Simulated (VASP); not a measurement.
The system is LiCl.

```
CELL_PARAMETERS angstrom
0.00000 2.47960 2.47960
2.47960 0.00000 2.47960
2.47960 2.47960 0.00000
ATOMIC_POSITIONS crystal
Li 0.25000 0.25000 0.25000
Cl 0.50000 0.50000 0.50000
```

The cell was built from a structure type or drawn by symmetry, and may not be a known phase.

* Program: VASP 6.6.1
* Task: relaxation of cell and atoms
* Functional: PBE
* Potentials or basis: VASP PAW PBE potentials, release 64 (Li_sv, Cl)
* Cutoff: 600 eV
* k mesh: 6 × 6 × 6
* Occupations: gaussian, width 0.1 eV
* Spin: no spin polarisation

At the start: pressure 15.2 GPa; volume 15.25 Å³/atom.

Question: How do energy, volume and symmetry change on relaxing?

Answer: Over 4 steps the energy falls by 203.0 meV/atom and the volume is 20.76 Å³/atom (+36.2 %); space group F-43m (No. 216, to 0.1 Å) before and after.

The path:
| step | energy change (eV) | largest force (eV/Å) | pressure (GPa) | volume (Å³) |
| --- | --- | --- | --- | --- |
| 1 | 0.0000 | 0.0000 | 15.16 | 30.49 |
| 2 | -0.3618 | 0.0000 | 3.56 | 37.31 |
| 3 | -0.4023 | 0.0000 | 0.91 | 40.33 |
| 4 | -0.4059 | 0.0000 | 0.10 | 41.52 |

Final structure:
```xyz
2
Lattice="0.0000 2.7484 2.7484 2.7484 0.0000 2.7484 2.7484 2.7484 0.0000" Properties=species:S:1:pos:R:3 pbc="T T T"
Li    1.3742    1.3742    1.3742
Cl    2.7484    2.7484    2.7484
```

Caveat: the cutoff is under 1.25 times the usual one of these potentials, so pressure, stress and relaxed cells hold a basis-set (Pulay) error; the volume moved by over 15 % at a fixed basis, so the end points are rough.
